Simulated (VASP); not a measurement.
# Sr (P6_3/mmc) in VASP: further runs

Sr is run at these levels: PBEsol; tasks: single point.

All numbers are computed with VASP 6.6.1; they aren't measurements. Logs are shortened: lines on timing, memory, paths and dates and some standing lists are left out, and cuts for length are marked.

**1. The cell of the first run**

The structure is hexagonal, space group P6_3/mmc (No. 194). Conventional cell: a = 4.175 Å, b = 4.175 Å, c = 7.512 Å, α = 90.00°, β = 90.00°, γ = 120.00°. Sr (site symmetry -6m2) has 12 Sr at 4.18 to 4.46 Å within 5.5 Å.

**2. Single point, PBEsol**

INCAR reads:

```
SYSTEM = Sr
PREC = Accurate ; ENCUT = 520
EDIFF = 1E-7 ; ISMEAR = 0
SIGMA = 0.15 ; LREAL = .False.
LASPH = .True. ; NELM = 100
ALGO = Fast ; ISIF = 2
LWAVE = .False. ; LCHARG = .False.
GGA = PS ; NBANDS = 17
```

KPOINTS reads:

```
regular mesh
0
Gamma
  12 12 8
  0 0 0
```

POSCAR reads:

```
Sr
1.0
    4.1752235233      0.0000000000      0.0000000000
   -2.0876117617      3.6158496376      0.0000000000
    0.0000000000      0.0000000000      7.5124957692
Sr
2
Direct
    0.3333333333      0.6666666667      0.2500000000
    0.6666666667      0.3333333333      0.7500000000
```

Potentials or basis: VASP PAW PBE potentials, release 64 (Sr_sv).

On the command line:

```sh
> cat potpaw_PBE.64/Sr_sv/POTCAR > POTCAR
> mpirun -np 1 vasp_std > vasp.out
```

OUTCAR:

```text
SYSTEM = Sr
   PREC = Accurate
   ENCUT = 520
   EDIFF = 1E-7
   ISMEAR = 0
   LREAL = .False.
   LASPH = .True.
   NELM = 100
   ISIF = 2
   GGA = PS

 ion  position               nearest neighbor table
   1  0.333  0.667  0.250-   2 4.46   2 4.46   2 4.46   2 4.46   2 4.46   2 4.46
   2  0.667  0.333  0.750-   1 4.46   1 4.46   1 4.46   1 4.46   1 4.46   1 4.46

  LATTYP: Found a hexagonal cell.
 ALAT       =     4.1752235233
 C/A-ratio  =     1.7993038522

  Lattice vectors:

 A1 = (   4.1752235233,   0.0000000000,   0.0000000000)
 A2 = (  -2.0876117617,   3.6158496376,   0.0000000000)
 A3 = (   0.0000000000,   0.0000000000,   7.5124957692)

Analysis of symmetry for initial positions (statically):
=====================================================================
 Subroutine PRICEL returns:
 Original cell was already a primitive cell.

 Routine SETGRP: Setting up the symmetry group for a
 hexagonal supercell.

 Subroutine GETGRP returns: Found 24 space group operations
 (whereof 12 operations were pure point group operations)
 out of a pool of 24 trial point group operations.

The static configuration has the point symmetry D_3d.
 The point group associated with its full space group is D_6h.

Analysis of symmetry for dynamics (positions and initial velocities):
=====================================================================
 Subroutine PRICEL returns:
 Original cell was already a primitive cell.

 Routine SETGRP: Setting up the symmetry group for a
 hexagonal supercell.

 Subroutine GETGRP returns: Found 24 space group operations
 (whereof 12 operations were pure point group operations)
 out of a pool of 24 trial point group operations.

The dynamic configuration has the point symmetry D_3d.
 The point group associated with its full space group is D_6h.

 Subroutine INISYM returns: Found 24 space group operations
 (whereof 12 operations are pure point group operations),
 and found     1 'primitive' translations

----------------------------------------------------------------------------------------

                                     Primitive cell

  volume of cell :     113.4160

  direct lattice vectors                    reciprocal lattice vectors
     4.175223523  0.000000000  0.000000000     0.239508135  0.138280086  0.000000000
    -2.087611762  3.615849638  0.000000000     0.000000000  0.276560173  0.000000000
     0.000000000  0.000000000  7.512495769     0.000000000  0.000000000  0.133111556

  length of vectors
     4.175223523  4.175223523  7.512495769     0.276560173  0.276560173  0.133111556

  position of ions in fractional coordinates (direct lattice)
     0.333333333  0.666666667  0.250000000
     0.666666667  0.333333333  0.750000000

  ion indices of the primitive-cell ions
   primitive index   ion index
                 1           1
                 2           2

----------------------------------------------------------------------------------------

 KPOINTS: regular mesh

Automatic generation of k-mesh.
 Grid dimensions read from file:
 generate k-points for:   12   12    8

 Generating k-lattice:

  Cartesian coordinates                     Fractional coordinates (reciprocal lattice)
     0.019959011  0.011523341  0.000000000     0.083333333  0.000000000  0.000000000
     0.000000000  0.023046681  0.000000000     0.000000000  0.083333333  0.000000000
     0.000000000  0.000000000  0.016638944     0.000000000  0.000000000  0.125000000

  Length of vectors
     0.023046681  0.023046681  0.016638944

  Shift w.r.t. Gamma in fractional coordinates (k-lattice)
     0.000000000  0.000000000  0.000000000

 Subroutine IBZKPT returns following result:
 ===========================================

 Found     95 irreducible k-points:

 Following reciprocal coordinates:
            Coordinates               Weight
  0.000000  0.000000  0.000000      1.000000
  0.083333  0.000000  0.000000      6.000000
  0.166667  0.000000  0.000000      6.000000
  0.250000  0.000000  0.000000      6.000000
  0.333333  0.000000  0.000000      6.000000
  0.416667  0.000000  0.000000      6.000000
[... 16 lines left out ...]
  0.250000  0.000000  0.125000     12.000000
  0.333333  0.000000  0.125000     12.000000
 [... further k-points ...]
   k-points           NKPTS =     95   k-points in BZ     NKDIM =     95   number of bands    NBANDS=     17
   number of dos      NEDOS =    301   number of ions     NIONS =      2
   total plane-waves  NPLWV =  57344
   dimension x,y,z NGX =    32 NGY =   32 NGZ =   56
   dimension x,y,z NGXF=    64 NGYF=   64 NGZF=  112
   ions per type =               2
   NGX,Y,Z   is equivalent  to a cutoff of  12.74, 12.74, 12.39 a.u.
   NGXF,Y,Z  is equivalent  to a cutoff of  25.48, 25.48, 24.78 a.u.
 SYSTEM =  Sr
   PREC   = accura    normal or accurate (medium, high low for compatibility)
   ISTART =      0    job   : 0-new  1-cont  2-samecut
   ICHARG =      2    charge: 1-file 2-atom 10-const
   ISPIN  =      1    spin polarized calculation?
   LNONCOLLINEAR =      F non collinear calculations
   LSORBIT =      F    spin-orbit coupling
   LASPH  =      T    aspherical Exc in radial PAW
   ENCUT  =  520.0 eV  38.22 Ry    6.18 a.u.   7.76  7.76 13.97*2*pi/ulx,y,z
   NELM   =    100;   NELMIN=  2; NELMDL= -5     # of ELM steps
   EDIFF  = 0.1E-06   stopping-criterion for ELM
   LREAL  =      F    real-space projection
   EDIFFG = 0.1E-05   stopping-criterion for IOM
   NSW    =      0    number of steps for IOM
   IBRION =     -1    ionic relax: 0-MD 1-quasi-New 2-CG
   NFREE  =      0    steps in history (QN), initial steepest desc. (CG)
   ISIF   =      2    stress and relaxation
   ISYM   =      2    0-nonsym 1-usesym 2-fastsym
   POTIM  = 0.5000    time-step for ionic-motion
   TEBEG  =    0.0;   TEEND  =   0.0 temperature during run
   PSTRESS=    0.0 pullay stress
   NELECT =      20.0000    total number of electrons
   NUPDOWN=      -1.0000    fix difference up-down
   EMIN   =  10.00;   EMAX   =-10.00  energy-range for DOS
   EFERMI =   0.00;   METHOD = LEGACY
   ISMEAR =     0;   SIGMA  =   0.15  broadening in eV -4-tet -1-fermi 0-gaus
   EFERMI_NEDOS =   21; number of points for ismear=-14 and -15
   IALGO  =     68    algorithm
   IMIX   =      4    mixing-type and parameters
     AMIX     =   0.40;   BMIX     =  1.00
     AMIX_MAG =   1.60;   BMIX_MAG =  1.00
  volume/ion in A,a.u.               =      56.71       382.68
  Fermi-wavevector in a.u.,A,eV,Ry     =   0.918037  1.734838 11.466873  0.842791
  Thomas-Fermi vector in A             =   2.043073
   LORBIT       =      0    0 simple, 1 ext, 2 COOP (PROOUT), +10 PAW based schemes
   GGA     = PS    functional components
   LHFCALC =     F    Hartree Fock is set to
   AEXX    =    0.0000 exact exchange contribution
   IVDW    =     0    specifies the selected vdW correction
   LEPSILON=     F    determine dielectric tensor
   LRPA    =     F    only Hartree local field effects (RPA)
 non-spin polarized calculation
 RMM-DIIS sequential band-by-band and
 Gauss-broadening in eV      SIGMA  =   0.15
  energy-cutoff  :      520.00
  volume of cell :      113.42
 maximum number of plane-waves:      3078
 NGX is ok and might be reduce to    32

 number of electron      20.0000000 magnetization

 Free energy of the ion-electron system (eV)
  ---------------------------------------------------
  ext. energy  EPLUGINS =         0.00000000
  ---------------------------------------------------
  free energy    TOTEN  =        -3.61879808 eV

  energy without entropy =       -3.59235701  energy(sigma->0) =       -3.60557754

 E-fermi :   1.3704     XC(G=0):  -7.3356

 val. band max:        1.3693913306   @ k =   0.3333   0.3333   0.1250
 cond. band min:       1.3821612232   @ k =   0.4167   0.0000   0.0000
 fundamental gap:      0.0127698926
 Fermi energy:         1.3704364137

 k-point     1 :       0.0000    0.0000    0.0000
  band No.  band energies     occupation
      1     -35.2171      2.00000
      2     -35.2097      2.00000
      3     -17.2639      2.00000
      4     -17.1307      2.00000
      5     -17.1284      2.00000
      6     -17.1284      2.00000
[... 9 lines left out ...]
     16       4.0302      0.00000
     17       4.9238      0.00000

 k-point     2 :       0.0833    0.0000    0.0000
  band No.  band energies     occupation
      1     -35.2161      2.00000
      2     -35.2090      2.00000
      3     -17.2601      2.00000
      4     -17.1412      2.00000
      5     -17.1319      2.00000
      6     -17.1310      2.00000
[... 9 lines left out ...]
     16       4.1331      0.00000
     17       4.6810      0.00000

 k-point     3 :       0.1667    0.0000    0.0000
  band No.  band energies     occupation
      1     -35.2135      2.00000
      2     -35.2070      2.00000
      3     -17.2494      2.00000
      4     -17.1759      2.00000
      5     -17.1628      2.00000
      6     -17.1412      2.00000
[... 9 lines left out ...]
     16       4.1601      0.00000
     17       4.5366      0.00000

 k-point     4 :       0.2500    0.0000    0.0000
  band No.  band energies     occupation
      1     -35.2098      2.00000
      2     -35.2043      2.00000
      3     -17.2336      2.00000
      4     -17.2233      2.00000
      5     -17.2094      2.00000
      6     -17.1537      2.00000
[... 9 lines left out ...]
     16       4.2946      0.00000
     17       4.6116      0.00000

 k-point     5 :       0.3333    0.0000    0.0000
  band No.  band energies     occupation
      1     -35.2060      2.00000
      2     -35.2018      2.00000
      3     -17.2705      2.00000
      4     -17.2551      2.00000
      5     -17.2157      2.00000
      6     -17.1660      2.00000
[... 9 lines left out ...]
     16       4.4201      0.00000
     17       5.2240      0.00000

 k-point     6 :       0.4167    0.0000    0.0000
  band No.  band energies     occupation
      1     -35.2031      2.00000
      2     -35.2001      2.00000
      3     -17.3048      2.00000
      4     -17.2879      2.00000
      5     -17.1997      2.00000
      6     -17.1749      2.00000
[... 9 lines left out ...]
     16       4.8518      0.00000
     17       5.8942      0.00000

 k-point     7 :       0.5000    0.0000    0.0000
  band No.  band energies     occupation
      1     -35.2020      2.00000
      2     -35.1995      2.00000
      3     -17.3173      2.00000
      4     -17.2998      2.00000
      5     -17.1925      2.00000
      6     -17.1781      2.00000
[... 9 lines left out ...]
     16       5.1080      0.00000
     17       5.9745      0.00000

 k-point     8 :       0.0833    0.0833    0.0000
  band No.  band energies     occupation
      1     -35.2143      2.00000
      2     -35.2076      2.00000
      3     -17.2528      2.00000
      4     -17.1632      2.00000
      5     -17.1537      2.00000
      6     -17.1367      2.00000
[... 9 lines left out ...]
     16       4.3302      0.00000
     17       4.3542      0.00000
[... 203 lines left out ...]
      1     -35.1992      2.00000
      2     -35.1992      2.00000
      3     -17.2679      2.00000
      4     -17.2531      2.00000
      5     -17.2531      2.00000
      6     -17.2357      2.00000
[... 9 lines left out ...]
     16       4.7453      0.00000
     17       4.7616      0.00000

 k-point    20 :       0.0000    0.0000    0.1250
  band No.  band energies     occupation
      1     -35.2168      2.00000
      2     -35.2100      2.00000
      3     -17.2589      2.00000
      4     -17.1359      2.00000
      5     -17.1279      2.00000
      6     -17.1279      2.00000
[... 9 lines left out ...]
     16       4.0045      0.00000
     17       4.9799      0.00000

 k-point    21 :       0.0833    0.0000    0.1250
  band No.  band energies     occupation
      1     -35.2159      2.00000
      2     -35.2092      2.00000
      3     -17.2554      2.00000
      4     -17.1406      2.00000
      5     -17.1373      2.00000
      6     -17.1314      2.00000
[... 9 lines left out ...]
     16       4.1027      0.00000
     17       4.7694      0.00000

 k-point    22 :       0.1667    0.0000    0.1250
  band No.  band energies     occupation
      1     -35.2133      2.00000
      2     -35.2072      2.00000
      3     -17.2456      2.00000
      4     -17.1749      2.00000
      5     -17.1647      2.00000
      6     -17.1406      2.00000
[... 9 lines left out ...]
     16       4.3505      0.00000
     17       4.3673      0.00000

 k-point    23 :       0.2500    0.0000    0.1250
  band No.  band energies     occupation
      1     -35.2096      2.00000
      2     -35.2045      2.00000
      3     -17.2357      2.00000
      4     -17.2178      2.00000
      5     -17.2102      2.00000
      6     -17.1530      2.00000
[... 9 lines left out ...]
     16       4.2948      0.00000
     17       4.6133      0.00000

 k-point    24 :       0.3333    0.0000    0.1250
  band No.  band energies     occupation
      1     -35.2059      2.00000
      2     -35.2020      2.00000
      3     -17.2717      2.00000
      4     -17.2569      2.00000
      5     -17.2107      2.00000
      6     -17.1652      2.00000
[... 9 lines left out ...]
     16       4.4649      0.00000
     17       5.1845      0.00000

 [... further k-points ...]
[... 5 lines left out ...]
  --------------------------------------------------------------------------------------
  -------------------------------------------------------------------------------------
  Total       -0.0877075     -0.0877075     -1.4727598      0.0000000      0.0000000      0.0000000
  in kB       -1.2390048     -1.2390048    -20.8050217      0.0000000      0.0000000      0.0000000
  external PRESSURE =      -7.7610105 kB  Pullay stress =       0.0000000 kB

 VOLUME and BASIS-vectors are now :
 -----------------------------------------------------------------------------
  energy-cutoff  :      520.00
  volume of cell :      113.42
      direct lattice vectors                 reciprocal lattice vectors
     4.175223523  0.000000000  0.000000000     0.239508135  0.138280086  0.000000000
    -2.087611762  3.615849638  0.000000000     0.000000000  0.276560173  0.000000000
     0.000000000  0.000000000  7.512495769     0.000000000  0.000000000  0.133111556

 POSITION                                       TOTAL-FORCE (eV/Angst)
 -----------------------------------------------------------------------------------
     -0.00000      2.41057      1.87812        -0.000000      0.000000      0.000000
      2.08761      1.20528      5.63437         0.000000     -0.000000     -0.000000
 -----------------------------------------------------------------------------------
    total drift:                               -0.000000      0.000000     -0.000000

  FREE ENERGIE OF THE ION-ELECTRON SYSTEM (eV)
  ---------------------------------------------------
  free  energy   TOTEN  =        -3.6187980790 eV

  energy  without entropy=       -3.5923570057  energy(sigma->0) =       -3.60557754
```

Wall time 3.8 min (1 thread of Intel Xeon Platinum 8375C at 2.90GHz (Ice Lake), shared host); peak memory 0.32 GiB.

Results:

- Free energy: -3.6188 eV
- Pressure: -0.8 GPa
- Band gap on the k mesh: zero (band 10 reaches 1.61 eV, above the bottom of band 11 at 1.12 eV)

Stress tensor (GPa, compression positive):
```
-0.12  0.00  0.00
 0.00 -0.12  0.00
 0.00  0.00 -2.08
```

Caveat: the PAW data sets were made with another functional, which shifts forces and pressure a little.

**3. Single point, PBEsol**

This run uses another cell than the first one, of the same volume but with other edges.

INCAR reads:

```
ALGO = Fast ; EDIFF = 1E-6
ENCUT = 520 ; GGA = PS
ISIF = 2 ; ISMEAR = 0
LASPH = T ; LCHARG = F
LREAL = F ; LWAVE = F
NBANDS = 17 ; NELM = 60
PREC = Accurate ; SIGMA = 0.15
```

KPOINTS reads:

```
k-points
0
Gamma
  12 12 8
```

POSCAR reads:

```
Sr
1.0
    4.3690486572      0.0000000000      0.0000000000
   -2.1845243286      3.7837071275      0.0000000000
    0.0000000000      0.0000000000      6.8607238510
Sr
2
Direct
    0.3333333333      0.6666666667      0.2500000000
    0.6666666667      0.3333333333      0.7500000000
```

Potentials or basis: VASP PAW PBE potentials, release 64 (Sr_sv).

On the command line:

```sh
> cat potpaw_PBE.64/Sr_sv/POTCAR > POTCAR
> mpirun -np 1 vasp_std > vasp.out
```

Wall time 2.6 min (1 thread of Intel Xeon Platinum 8375C at 2.90GHz (Ice Lake), shared host); peak memory 0.32 GiB.

Results (log left out):

| Item | Value |
| --- | --- |
| Free energy | -3.6524 eV |
| Pressure | -0.8 GPa |
| Band gap on the k mesh | zero (band 10 reaches 1.57 eV, above the bottom of band 11 at 1.25 eV) |

Stress tensor (GPa, compression positive):
```
-1.08  0.00  0.00
 0.00 -1.08  0.00
 0.00  0.00 -0.31
```

Levels at points of the mesh, in eV from the Fermi level:
```
           k point  band 8  band 9  band 10  band 11  band 12  band 13
(0.00, 0.00, 0.00)  -18.52   -3.64    -1.05     0.16     2.18     2.18
(0.50, 0.00, 0.00)  -18.55   -1.21    -0.61     0.10     0.19     1.33
(0.00, 0.00, 0.50)  -18.55   -2.67    -2.67     1.36     1.36     2.15
(0.50, 0.00, 0.50)  -18.57   -0.84    -0.84     0.18     0.18     1.34
```

Caveat: the PAW data sets were made with another functional, which shifts forces and pressure a little.

**4. Single point, PBEsol**

This run uses another cell than the first one, of the same volume but with other edges.

INCAR reads:

```
ALGO     = Fast           # electronic algorithm
EDIFF    = 1E-6           # SCF threshold, eV
ENCUT    = 520            # plane-wave cutoff, eV
GGA      = PS             # functional
ISIF     = 2              # what is computed and relaxed
ISMEAR   = 0              # smearing method
LASPH    = True           # aspherical terms in the spheres
LCHARG   = False          # write CHGCAR
LREAL    = False          # projectors in reciprocal space
LWAVE    = False          # write WAVECAR
NBANDS   = 17             # bands
NELM     = 80             # most SCF steps
PREC     = Accurate       # precision mode
SIGMA    = 0.15           # smearing width, eV
```

KPOINTS is that of step 3.

POSCAR reads:

```
Sr
1.0
    4.2404719299      0.0000000000      0.0000000000
   -2.1202359649      3.6723564153      0.0000000000
    0.0000000000      0.0000000000      7.2830839567
Sr
2
Direct
    0.3333333333      0.6666666667      0.2500000000
    0.6666666667      0.3333333333      0.7500000000
```

On the command line:

```sh
> cat potpaw_PBE.64/Sr_sv/POTCAR > POTCAR
> mpirun -np 1 vasp_std > vasp.out
```

It took 2.6 min on 1 thread of Intel Xeon Platinum 8375C at 2.90GHz (Ice Lake), shared host; peak memory 0.32 GiB.

Results (log left out):

- Free energy: -3.6503 eV
- Pressure: -0.8 GPa
- Band gap on the k mesh: zero (band 10 reaches 1.56 eV, above the bottom of band 11 at 1.26 eV)

Stress tensor (GPa, compression positive):
```
-0.52  0.00  0.00
 0.00 -0.52  0.00
 0.00  0.00 -1.45
```

Levels at points of the mesh, in eV from the Fermi level:
```tsv
k point	band 7	band 8	band 9	band 10	band 11	band 12	band 13	band 14
(0.00, 0.00, 0.00)	-18.50	-18.50	-3.61	-1.28	-0.13	2.02	2.32	2.32
(0.50, 0.00, 0.00)	-18.54	-18.53	-1.05	-0.49	0.07	0.29	1.20	1.70
(0.00, 0.00, 0.50)	-18.51	-18.51	-2.76	-2.76	1.09	1.09	2.35	2.35
(0.50, 0.00, 0.50)	-18.55	-18.55	-0.77	-0.77	0.25	0.25	1.25	1.25
```

Caveat: the PAW data sets were made with another functional, which shifts forces and pressure a little.

[end of part 1 of 2]
